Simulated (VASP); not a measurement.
# Cs (P6_3/mmc) in VASP: a series of runs

Cs is run at these levels: PBE; tasks: single point.

Everything below comes from runs of VASP 6.6.1. Logs are shortened: lines on timing, memory, paths and dates and some standing lists are left out, and cuts for length are marked.

**1. The cell of the first run**

Symmetry: P6_3/mmc, No. 194, hexagonal system. The conventional cell has a = 5.415 Å, b = 5.415 Å, c = 18.575 Å, α = 90.00°, β = 90.00°, γ = 120.00°.

**2. Single point, PBE (strained)**

Contents of INCAR:

```
SYSTEM = Cs
PREC = Accurate ; ENCUT = 520
EDIFF = 1E-6 ; ISMEAR = 0
SIGMA = 0.1 ; LREAL = .FALSE.
LASPH = .TRUE. ; NELM = 80
ALGO = Fast ; ISIF = 2
LWAVE = .FALSE. ; LCHARG = .FALSE.
GGA = PE ; NBANDS = 26
```

Contents of KPOINTS:

```
Automatic mesh
0
G
  9 9 4
  0 0 0
```

Contents of POSCAR:

```
Cs
1.0
    5.4149054698      0.0000000000      0.0000000000
   -2.7074527350      4.6894456960      0.0000000000
    0.0000000000      0.0000000000     18.5747320907
Cs
4
Direct
    0.0000000000      0.0000000000      0.0000000000
    0.3333333300      0.6666666700      0.2500000000
    0.0000000000      0.0000000000      0.5000000000
    0.6666666700      0.3333333300      0.7500000000
```

Potentials or basis: VASP PAW PBE potentials, release 64 (Cs_sv).

Launch:

```console
$ cat potpaw_PBE.64/Cs_sv/POTCAR > POTCAR
$ mpirun -np 1 vasp_std > vasp.out
```

OUTCAR:

```text
SYSTEM = Cs
   PREC = Accurate
   ENCUT = 520
   EDIFF = 1E-6
   ISMEAR = 0
   LREAL = .FALSE.
   LASPH = .TRUE.
   NELM = 80
   ISIF = 2
   GGA = PE

 ion  position               nearest neighbor table
   1  0.000  0.000  0.000-
   2  0.333  0.667  0.250-
   3  0.000  0.000  0.500-
   4  0.667  0.333  0.750-

  LATTYP: Found a hexagonal cell.
 ALAT       =     5.4149054698
 C/A-ratio  =     3.4302966496

  Lattice vectors:

 A1 = (   5.4149054698,   0.0000000000,   0.0000000000)
 A2 = (  -2.7074527350,   4.6894456960,   0.0000000000)
 A3 = (   0.0000000000,   0.0000000000,  18.5747320907)

Analysis of symmetry for initial positions (statically):
=====================================================================
 Subroutine PRICEL returns:
 Original cell was already a primitive cell.

 Routine SETGRP: Setting up the symmetry group for a
 hexagonal supercell.

 Subroutine GETGRP returns: Found 24 space group operations
 (whereof 12 operations were pure point group operations)
 out of a pool of 24 trial point group operations.

The static configuration has the point symmetry D_3d.
 The point group associated with its full space group is D_6h.

Analysis of symmetry for dynamics (positions and initial velocities):
=====================================================================
 Subroutine PRICEL returns:
 Original cell was already a primitive cell.

 Routine SETGRP: Setting up the symmetry group for a
 hexagonal supercell.

 Subroutine GETGRP returns: Found 24 space group operations
 (whereof 12 operations were pure point group operations)
 out of a pool of 24 trial point group operations.

The dynamic configuration has the point symmetry D_3d.
 The point group associated with its full space group is D_6h.

 Subroutine INISYM returns: Found 24 space group operations
 (whereof 12 operations are pure point group operations),
 and found     1 'primitive' translations

----------------------------------------------------------------------------------------

                                     Primitive cell

  volume of cell :     471.6664

  direct lattice vectors                    reciprocal lattice vectors
[... 81 lines left out ...]
 SYSTEM =  Cs
   PREC   = accura    normal or accurate (medium, high low for compatibility)
   ISTART =      0    job   : 0-new  1-cont  2-samecut
   ICHARG =      2    charge: 1-file 2-atom 10-const
   ISPIN  =      1    spin polarized calculation?
   LNONCOLLINEAR =      F non collinear calculations
   LSORBIT =      F    spin-orbit coupling
   LASPH  =      T    aspherical Exc in radial PAW
   ENCUT  =  520.0 eV  38.22 Ry    6.18 a.u.  10.07 10.07 34.54*2*pi/ulx,y,z
   NELM   =     80;   NELMIN=  2; NELMDL= -5     # of ELM steps
   EDIFF  = 0.1E-05   stopping-criterion for ELM
   LREAL  =      F    real-space projection
   EDIFFG = 0.1E-04   stopping-criterion for IOM
   NSW    =      0    number of steps for IOM
   IBRION =     -1    ionic relax: 0-MD 1-quasi-New 2-CG
   NFREE  =      0    steps in history (QN), initial steepest desc. (CG)
   ISIF   =      2    stress and relaxation
   ISYM   =      2    0-nonsym 1-usesym 2-fastsym
   POTIM  = 0.5000    time-step for ionic-motion
   TEBEG  =    0.0;   TEEND  =   0.0 temperature during run
   PSTRESS=    0.0 pullay stress
   NELECT =      36.0000    total number of electrons
   NUPDOWN=      -1.0000    fix difference up-down
   EMIN   =  10.00;   EMAX   =-10.00  energy-range for DOS
   EFERMI =   0.00;   METHOD = LEGACY
   ISMEAR =     0;   SIGMA  =   0.10  broadening in eV -4-tet -1-fermi 0-gaus
   EFERMI_NEDOS =   21; number of points for ismear=-14 and -15
   IALGO  =     68    algorithm
   IMIX   =      4    mixing-type and parameters
     AMIX     =   0.40;   BMIX     =  1.00
     AMIX_MAG =   1.60;   BMIX_MAG =  1.00
  volume/ion in A,a.u.               =     117.92       795.74
  Fermi-wavevector in a.u.,A,eV,Ry     =   0.694434  1.312289  6.561245  0.482238
  Thomas-Fermi vector in A             =   1.776926
   LORBIT       =      0    0 simple, 1 ext, 2 COOP (PROOUT), +10 PAW based schemes
   GGA     = PE    functional components
   LHFCALC =     F    Hartree Fock is set to
   AEXX    =    0.0000 exact exchange contribution
   IVDW    =     0    specifies the selected vdW correction
   LEPSILON=     F    determine dielectric tensor
   LRPA    =     F    only Hartree local field effects (RPA)
 non-spin polarized calculation
 RMM-DIIS sequential band-by-band and
 Gauss-broadening in eV      SIGMA  =   0.10
  energy-cutoff  :      520.00
  volume of cell :      471.67
 maximum number of plane-waves:     12750
   NGX = 21   NGY = 21   NGZ = 69

 number of electron      35.9999997 magnetization

 Free energy of the ion-electron system (eV)
  ---------------------------------------------------
  ext. energy  EPLUGINS =         0.00000000
  ---------------------------------------------------
  free energy    TOTEN  =        -3.41807000 eV

  energy without entropy =       -3.39846910  energy(sigma->0) =       -3.40826955

 E-fermi :   0.4058     XC(G=0):  -5.3433

 val. band max:        0.4009269435   @ k =   0.4444   0.0000   0.2500
 cond. band min:       0.4063854434   @ k =   0.3333   0.1111   0.0000
 fundamental gap:      0.0054584999
 Fermi energy:         0.4058094846

 k-point     1 :       0.0000    0.0000    0.0000
  band No.  band energies     occupation
      1     -23.4767      2.00000
      2     -23.4749      2.00000
      3     -23.4743      2.00000
      4     -23.4725      2.00000
      5     -10.3391      2.00000
      6     -10.2858      2.00000
[... 685 lines left out ...]
     25       1.6284      0.00000
     26       1.7376      0.00000

 [... further k-points ...]
[... 5 lines left out ...]
  --------------------------------------------------------------------------------------
  -------------------------------------------------------------------------------------
  Total        0.0663693      0.0663693     -0.2863565     -0.0000000      0.0000000      0.0000000
  in kB        0.2254462      0.2254462     -0.9727085     -0.0000000      0.0000000      0.0000000
  external PRESSURE =      -0.1739387 kB  Pullay stress =       0.0000000 kB

 VOLUME and BASIS-vectors are now :
 -----------------------------------------------------------------------------
  energy-cutoff  :      520.00
  volume of cell :      471.67
      direct lattice vectors                 reciprocal lattice vectors
     5.414905470  0.000000000  0.000000000     0.184675431  0.106622410  0.000000000
    -2.707452735  4.689445696  0.000000000     0.000000000  0.213244819  0.000000000
     0.000000000  0.000000000 18.574732091     0.000000000  0.000000000  0.053836577

 POSITION                                       TOTAL-FORCE (eV/Angst)
 -----------------------------------------------------------------------------------
      0.00000      0.00000      0.00000        -0.000000      0.000000     -0.000000
     -0.00000      3.12630      4.64368         0.000000     -0.000000      0.000000
      0.00000      0.00000      9.28737        -0.000000      0.000000     -0.000000
      2.70745      1.56315     13.93105        -0.000000      0.000000     -0.000000
 -----------------------------------------------------------------------------------
    total drift:                               -0.000000      0.000000     -0.000000

  FREE ENERGIE OF THE ION-ELECTRON SYSTEM (eV)
  ---------------------------------------------------
  free  energy   TOTEN  =        -3.4180700020 eV

  energy  without entropy=       -3.3984691025  energy(sigma->0) =       -3.40826955
```

Wall time 6.4 min (1 thread of Intel Xeon 6975P-C, shared host); peak memory 0.69 GiB.

Results:

| Property | Result |
| --- | --- |
| Free energy | -3.4181 eV |
| Pressure | 0.0 GPa |
| Band gap on the k mesh | zero (band 18 reaches 1.11 eV, above the bottom of band 19 at -0.70 eV) |

Caveat: the cell differs from its parent crystal (strained); spin-orbit coupling is left out, which moves the levels of the heavy elements.

**3. Single point, PBE (strained)**

Contents of INCAR:

```
PREC = Accurate
ENCUT = 520
EDIFF = 1E-7
ISMEAR = 0
SIGMA = 0.1
LREAL = F
LASPH = T
NELM = 60
ALGO = Fast
ISIF = 2
LWAVE = F
LCHARG = F
GGA = PE
NBANDS = 26
```

Contents of KPOINTS:

```
regular mesh
0
Gamma
  9 9 4
```

Contents of POSCAR:

```
Cs
1.0
    5.5065759840      0.0000000000      0.0000000000
   -2.7532879920      4.7688346900      0.0000000000
    0.0000000000      0.0000000000     18.6019588062
Cs
4
Direct
    0.0000000000      0.0000000000      0.0000000000
    0.3333333300      0.6666666700      0.2500000000
    0.0000000000      0.0000000000      0.5000000000
    0.6666666700      0.3333333300      0.7500000000
```

Potentials or basis: VASP PAW PBE potentials, release 64 (Cs_sv).

Launch:

```console
$ cat potpaw_PBE.64/Cs_sv/POTCAR > POTCAR
$ mpirun -np 1 vasp_std > vasp.out
```

Wall time 9.4 min (1 thread of Intel Xeon 6975P-C, shared host); peak memory 0.73 GiB.

Results (log left out):

* Free energy: -3.4163 eV
* Pressure: -0.1 GPa
* Band gap on the k mesh: zero (band 18 reaches 1.00 eV, above the bottom of band 19 at -0.76 eV)

Levels at points of the mesh, in eV from the Fermi level:
```tsv
k point	band 16	band 17	band 18	band 19	band 20	band 21
(0.00, 0.00, 0.00)	-10.65	-1.63	-1.08	-1.08	-0.09	0.62
(0.00, 0.00, 0.50)	-10.66	-1.49	-1.49	-0.51	-0.51	0.98
```

Caveat: the cell differs from its parent crystal (strained); spin-orbit coupling is left out, which moves the levels of the heavy elements.

(Continued in part 2 of 2.)
